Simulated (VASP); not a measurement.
# Y (Im-3m) in VASP: further runs

The runs below take Y through single point, with LDA.

Everything below comes from runs of VASP 6.6.1. Logs are shortened: lines on timing, memory, paths and dates and some standing lists are left out, and cuts for length are marked.

## Step 1: The cell of the first run

The structure is cubic, space group Im-3m (No. 229). The conventional cell has a = 3.914 Å, b = 3.914 Å, c = 3.914 Å, α = 90.00°, β = 90.00°, γ = 90.00°. Within 4.5 Å of Y (site symmetry m-3m) lie 14 Y at 3.39 to 3.91 Å.

This isn't the form of Y at room conditions, which is hcp.

## Step 2: Single point, LDA

Contents of INCAR:

```
SYSTEM = Y
PREC = Accurate
ENCUT = 520
EDIFF = 1E-6
ISMEAR = -1
SIGMA = 0.1
LREAL = .FALSE.
LASPH = .TRUE.
NELM = 80
ALGO = Normal
ISIF = 2
LWAVE = .FALSE.
LCHARG = .FALSE.
NBANDS = 12
```

Contents of KPOINTS:

```
regular mesh
0
G
  11 11 11
  0 0 0
```

Contents of POSCAR:

```
Y
1.0
   -1.9571968573      1.9571968573      1.9571968573
    1.9571968573     -1.9571968573      1.9571968573
    1.9571968573      1.9571968573     -1.9571968573
Y
1
Direct
    0.0000000000      0.0000000000      0.0000000000
```

Potentials or basis: VASP PAW LDA potentials, release 64 (Y_sv).

Launch:

```
$ cat potpaw_LDA.64/Y_sv/POTCAR > POTCAR
$ mpirun -np 1 vasp_std > vasp.out
```

OUTCAR:

```text
SYSTEM = Y
   PREC = Accurate
   ENCUT = 520
   EDIFF = 1E-6
   ISMEAR = -1
   LREAL = .FALSE.
   LASPH = .TRUE.
   NELM = 80
   ISIF = 2

 ion  position               nearest neighbor table
   1  0.000  0.000  0.000-

  LATTYP: Found a body centered cubic cell.
 ALAT       =     3.9143937146

  Lattice vectors:

 A1 = (  -1.9571968573,   1.9571968573,   1.9571968573)
 A2 = (   1.9571968573,  -1.9571968573,   1.9571968573)
 A3 = (   1.9571968573,   1.9571968573,  -1.9571968573)

Analysis of symmetry for initial positions (statically):
=====================================================================
 Subroutine PRICEL returns:
 Original cell was already a primitive cell.

 Routine SETGRP: Setting up the symmetry group for a
 body centered cubic supercell.

 Subroutine GETGRP returns: Found 48 space group operations
 (whereof 48 operations were pure point group operations)
 out of a pool of 48 trial point group operations.

The static configuration has the point symmetry O_h .

Analysis of symmetry for dynamics (positions and initial velocities):
=====================================================================
 Subroutine PRICEL returns:
 Original cell was already a primitive cell.

 Routine SETGRP: Setting up the symmetry group for a
 body centered cubic supercell.

 Subroutine GETGRP returns: Found 48 space group operations
 (whereof 48 operations were pure point group operations)
 out of a pool of 48 trial point group operations.

The dynamic configuration has the point symmetry O_h .

 Subroutine INISYM returns: Found 48 space group operations
 (whereof 48 operations are pure point group operations),
 and found     1 'primitive' translations

----------------------------------------------------------------------------------------

                                     Primitive cell

  volume of cell :      29.9891

  direct lattice vectors                    reciprocal lattice vectors
    -1.957196857  1.957196857  1.957196857     0.000000000  0.255467404  0.255467404
     1.957196857 -1.957196857  1.957196857     0.255467404  0.000000000  0.255467404
     1.957196857  1.957196857 -1.957196857     0.255467404  0.255467404  0.000000000

  length of vectors
     3.389964397  3.389964397  3.389964397     0.361285467  0.361285467  0.361285467

  position of ions in fractional coordinates (direct lattice)
     0.000000000  0.000000000  0.000000000

  ion indices of the primitive-cell ions
   primitive index   ion index
                 1           1

----------------------------------------------------------------------------------------

 KPOINTS: regular mesh

Automatic generation of k-mesh.
 Grid dimensions read from file:
 generate k-points for:   11   11   11

 Generating k-lattice:

  Cartesian coordinates                     Fractional coordinates (reciprocal lattice)
     0.000000000  0.023224309  0.023224309     0.090909091  0.000000000  0.000000000
     0.023224309  0.000000000  0.023224309     0.000000000  0.090909091  0.000000000
     0.023224309  0.023224309  0.000000000     0.000000000  0.000000000  0.090909091

  Length of vectors
     0.032844133  0.032844133  0.032844133

  Shift w.r.t. Gamma in fractional coordinates (k-lattice)
     0.000000000  0.000000000  0.000000000

 Subroutine IBZKPT returns following result:
 ===========================================

 Found     56 irreducible k-points:

 Following reciprocal coordinates:
            Coordinates               Weight
  0.000000  0.000000  0.000000      1.000000
  0.090909  0.000000  0.000000     12.000000
  0.181818  0.000000  0.000000     12.000000
  0.272727  0.000000  0.000000     12.000000
  0.363636  0.000000  0.000000     12.000000
  0.454545  0.000000  0.000000     12.000000
[... 16 lines left out ...]
  0.272727  0.181818  0.090909     48.000000
  0.363636  0.181818  0.090909     24.000000
 [... further k-points ...]
   k-points           NKPTS =     56   k-points in BZ     NKDIM =     56   number of bands    NBANDS=     12
   number of dos      NEDOS =    301   number of ions     NIONS =      1
   total plane-waves  NPLWV =  21952
   dimension x,y,z NGX =    28 NGY =   28 NGZ =   28
   dimension x,y,z NGXF=    56 NGYF=   56 NGZF=   56
   ions per type =               1
   NGX,Y,Z   is equivalent  to a cutoff of  13.73, 13.73, 13.73 a.u.
   NGXF,Y,Z  is equivalent  to a cutoff of  27.46, 27.46, 27.46 a.u.
 SYSTEM =  Y
   PREC   = accura    normal or accurate (medium, high low for compatibility)
   ISTART =      0    job   : 0-new  1-cont  2-samecut
   ICHARG =      2    charge: 1-file 2-atom 10-const
   ISPIN  =      1    spin polarized calculation?
   LNONCOLLINEAR =      F non collinear calculations
   LSORBIT =      F    spin-orbit coupling
   LASPH  =      T    aspherical Exc in radial PAW
   ENCUT  =  520.0 eV  38.22 Ry    6.18 a.u.   6.30  6.30  6.30*2*pi/ulx,y,z
   NELM   =     80;   NELMIN=  2; NELMDL= -5     # of ELM steps
   EDIFF  = 0.1E-05   stopping-criterion for ELM
   LREAL  =      F    real-space projection
   EDIFFG = 0.1E-04   stopping-criterion for IOM
   NSW    =      0    number of steps for IOM
   IBRION =     -1    ionic relax: 0-MD 1-quasi-New 2-CG
   NFREE  =      0    steps in history (QN), initial steepest desc. (CG)
   ISIF   =      2    stress and relaxation
   ISYM   =      2    0-nonsym 1-usesym 2-fastsym
   POTIM  = 0.5000    time-step for ionic-motion
   TEBEG  =    0.0;   TEEND  =   0.0 temperature during run
   PSTRESS=    0.0 pullay stress
   NELECT =      11.0000    total number of electrons
   NUPDOWN=      -1.0000    fix difference up-down
   EMIN   =  10.00;   EMAX   =-10.00  energy-range for DOS
   EFERMI =   0.00;   METHOD = LEGACY
   ISMEAR =    -1;   SIGMA  =   0.10  broadening in eV -4-tet -1-fermi 0-gaus
   EFERMI_NEDOS =   21; number of points for ismear=-14 and -15
   IALGO  =     38    algorithm
   IMIX   =      4    mixing-type and parameters
     AMIX     =   0.40;   BMIX     =  1.00
     AMIX_MAG =   1.60;   BMIX_MAG =  1.00
  volume/ion in A,a.u.               =      29.99       202.38
  Fermi-wavevector in a.u.,A,eV,Ry     =   1.171884  2.214539 18.685039  1.373312
  Thomas-Fermi vector in A             =   2.308321
   LORBIT       =      0    0 simple, 1 ext, 2 COOP (PROOUT), +10 PAW based schemes
   GGA     = CA    functional components
   LHFCALC =     F    Hartree Fock is set to
   AEXX    =    0.0000 exact exchange contribution
   IVDW    =     0    specifies the selected vdW correction
   LEPSILON=     F    determine dielectric tensor
   LRPA    =     F    only Hartree local field effects (RPA)
 non-spin polarized calculation
  energy-cutoff  :      520.00
  volume of cell :       29.99
 maximum number of plane-waves:       817
 NGX is ok and might be reduce to    28
   NGX = 13   NGY = 13   NGZ = 13

 number of electron      10.9999999 magnetization

 Free energy of the ion-electron system (eV)
  ---------------------------------------------------
  ext. energy  EPLUGINS =         0.00000000
  ---------------------------------------------------
  free energy    TOTEN  =        -6.85481763 eV

  energy without entropy =       -6.77868179  energy(sigma->0) =       -6.81674971

 E-fermi :   3.4110     XC(G=0): -10.0038

 val. band max:        3.3927674586   @ k =  -0.3636   0.3636   0.1818
 cond. band min:       3.4195354697   @ k =   0.1818   0.1818   0.0909
 fundamental gap:      0.0267680111
 Fermi energy:         3.4110385039

 k-point     1 :       0.0000    0.0000    0.0000
  band No.  band energies     occupation
      1     -38.9706      2.00000
      2     -18.7087      2.00000
      3     -18.7087      2.00000
      4     -18.7087      2.00000
      5      -1.5156      2.00000
      6       5.1110      0.00000
      7       5.1110      0.00000
      8       5.1110      0.00000
      9       7.2692      0.00000
     10       7.2692      0.00000
     11      14.0632      0.00000
     12      14.0632      0.00000

 k-point     2 :       0.0909    0.0000    0.0000
  band No.  band energies     occupation
      1     -38.9626      2.00000
      2     -18.7729      2.00000
      3     -18.7282      2.00000
      4     -18.7091      2.00000
      5      -1.2768      2.00000
      6       4.9380      0.00000
      7       5.0272      0.00000
      8       5.3439      0.00000
      9       7.0137      0.00000
     10       7.2632      0.00000
     11      14.2859      0.00000
     12      14.5122      0.00000

 k-point     3 :       0.1818    0.0000    0.0000
  band No.  band energies     occupation
      1     -38.9409      2.00000
      2     -18.9414      2.00000
      3     -18.7801      2.00000
      4     -18.7103      2.00000
      5      -0.6191      2.00000
      6       4.5253      0.00003
      7       4.6539      0.00001
      8       6.0255      0.00000
      9       6.7840      0.00000
     10       7.2874      0.00000
     11      14.5775      0.00000
     12      15.7430      0.00000

 k-point     4 :       0.2727    0.0000    0.0000
  band No.  band energies     occupation
      1     -38.9123      2.00000
      2     -19.1537      2.00000
      3     -18.8471      2.00000
      4     -18.7119      2.00000
      5       0.2613      2.00000
      6       4.0656      0.00287
      7       4.1572      0.00115
      8       6.9386      0.00000
      9       7.0980      0.00000
     10       7.4139      0.00000
     11      13.9489      0.00000
     12      14.9376      0.00000

 k-point     5 :       0.3636    0.0000    0.0000
  band No.  band energies     occupation
      1     -38.8859      2.00000
      2     -19.3414      2.00000
      3     -18.9077      2.00000
      4     -18.7135      2.00000
      5       0.9776      2.00000
      6       3.6996      0.10569
      7       4.0739      0.00264
      8       7.1810      0.00000
      9       7.6548      0.00000
     10       8.4266      0.00000
     11      12.8160      0.00000
     12      13.3992      0.00000
[... 228 lines left out ...]
      1     -38.9547      2.00000
      2     -18.7953      2.00000
      3     -18.7480      2.00000
      4     -18.7480      2.00000
      5      -1.0439      2.00000
      6       5.0129      0.00000
      7       5.0129      0.00000
      8       5.3407      0.00000
      9       6.4394      0.00000
     10       7.5478      0.00000
     11      14.9278      0.00000
     12      14.9406      0.00000

 k-point    22 :       0.1818    0.1818    0.0909
  band No.  band energies     occupation
      1     -38.8840      2.00000
      2     -19.2928      2.00000
      3     -18.8993      2.00000
      4     -18.8083      2.00000
      5       1.5467      2.00000
      6       3.4195      0.95754
      7       3.5528      0.39022
      8       7.3376      0.00000
      9       7.7427      0.00000
     10       9.1959      0.00000
     11      13.0083      0.00000
     12      14.4000      0.00000

 k-point    23 :       0.2727    0.1818    0.0909
  band No.  band energies     occupation
      1     -38.8686      2.00000
      2     -19.3282      2.00000
      3     -18.9991      2.00000
      4     -18.8267      2.00000
      5       2.1735      1.99999
      6       3.2890      1.54436
      7       3.5952      0.27368
      8       7.5223      0.00000
      9       7.9130      0.00000
     10      10.3892      0.00000
     11      11.2750      0.00000
     12      13.4373      0.00000

 k-point    24 :       0.3636    0.1818    0.0909
  band No.  band energies     occupation
      1     -38.8629      2.00000
      2     -19.3303      2.00000
      3     -19.0490      2.00000
      4     -18.8319      2.00000
      5       2.2836      1.99997
      6       3.2631      1.62908
      7       3.8467      0.02531
      8       7.5801      0.00000
      9       7.9810      0.00000
     10      10.4235      0.00000
     11      11.0684      0.00000
     12      13.0161      0.00000

 [... further k-points ...]

------------------------ aborting loop because EDIFF is reached ----------------------------------------

  FORCE on cell =-STRESS in cart. coord.  units (eV):
  Direction    XX          YY          ZZ          XY          YZ          ZX
  --------------------------------------------------------------------------------------
  -------------------------------------------------------------------------------------
  Total       -0.0293544     -0.0293544     -0.0293544      0.0000000      0.0000000     -0.0000000
  in kB       -1.5682669     -1.5682669     -1.5682669      0.0000000      0.0000000     -0.0000000
  external PRESSURE =      -1.5682669 kB  Pullay stress =       0.0000000 kB

 VOLUME and BASIS-vectors are now :
 -----------------------------------------------------------------------------
  energy-cutoff  :      520.00
  volume of cell :       29.99
      direct lattice vectors                 reciprocal lattice vectors
    -1.957196857  1.957196857  1.957196857     0.000000000  0.255467404  0.255467404
     1.957196857 -1.957196857  1.957196857     0.255467404  0.000000000  0.255467404
     1.957196857  1.957196857 -1.957196857     0.255467404  0.255467404  0.000000000

 POSITION                                       TOTAL-FORCE (eV/Angst)
 -----------------------------------------------------------------------------------
      0.00000      0.00000      0.00000         0.000000      0.000000      0.000000
 -----------------------------------------------------------------------------------
    total drift:                                0.000000     -0.000000     -0.000000

  FREE ENERGIE OF THE ION-ELECTRON SYSTEM (eV)
  ---------------------------------------------------
  free  energy   TOTEN  =        -6.8548176278 eV

  energy  without entropy=       -6.7786817855  energy(sigma->0) =       -6.81674971
```

Run time: 16 s. Hardware: 1 thread of Intel Xeon Platinum 8259CL at 2.50GHz (Skylake/Cascade Lake), shared host; peak memory 0.17 GiB.

What came out:

| Quantity | Value |
| --- | --- |
| Free energy | -6.8548 eV |
| Pressure | -0.2 GPa |
| Band gap on the k mesh | zero (an odd number of electrons rules out a gap without spin polarisation) |

Levels at points of the mesh, in eV from the Fermi level:
```
           k point  band 1  band 2  band 3  band 4  band 5  band 6  band 7  band 8  band 9  band 10
(0.00, 0.00, 0.00)  -42.38  -22.12  -22.12  -22.12   -4.93    1.70    1.70    1.70    3.86     3.86
```

## Step 3: Single point, LDA (26.39 Å³/atom)

This run uses another cell than the first one, of 26.39 Å³/atom.

Contents of INCAR:

```
SYSTEM = Y
PREC = Accurate ; ENCUT = 520
EDIFF = 1E-6 ; ISMEAR = -1
SIGMA = 0.1 ; LREAL = .FALSE.
LASPH = .TRUE. ; NELM = 80
ALGO = Normal ; ISIF = 2
LWAVE = .FALSE. ; LCHARG = .FALSE.
NBANDS = 12
```

Contents of KPOINTS:

```
regular mesh
0
G
  13 13 13
  0 0 0
```

Contents of POSCAR:

```
Y
1.0
   -1.8755503773      1.8755503773      1.8755503773
    1.8755503773     -1.8755503773      1.8755503773
    1.8755503773      1.8755503773     -1.8755503773
Y
1
Direct
    0.0000000000      0.0000000000      0.0000000000
```

Potentials or basis: VASP PAW LDA potentials, release 64 (Y_sv).

Launch:

```
$ cat potpaw_LDA.64/Y_sv/POTCAR > POTCAR
$ mpirun -np 1 vasp_std > vasp.out
```

It took 10 s on 1 thread of Intel Xeon Platinum 8259CL at 2.50GHz (Skylake/Cascade Lake), shared host; peak memory 0.16 GiB.

It converged, with:

```yaml
Free_energy: -6.7888 eV
Pressure: 6.4 GPa
Band_gap_on_the_k_mesh: zero (an odd number of electrons rules out a gap without spin polarisation)
```

Levels at points of the mesh, in eV from the Fermi level:
| k point | band 3 | band 4 | band 5 | band 6 | band 7 | band 8 |
| --- | --- | --- | --- | --- | --- | --- |
| (0.00, 0.00, 0.00) | -21.68 | -21.68 | -5.05 | 1.85 | 1.85 | 1.85 |

Caveat: the cell stands under pressure.
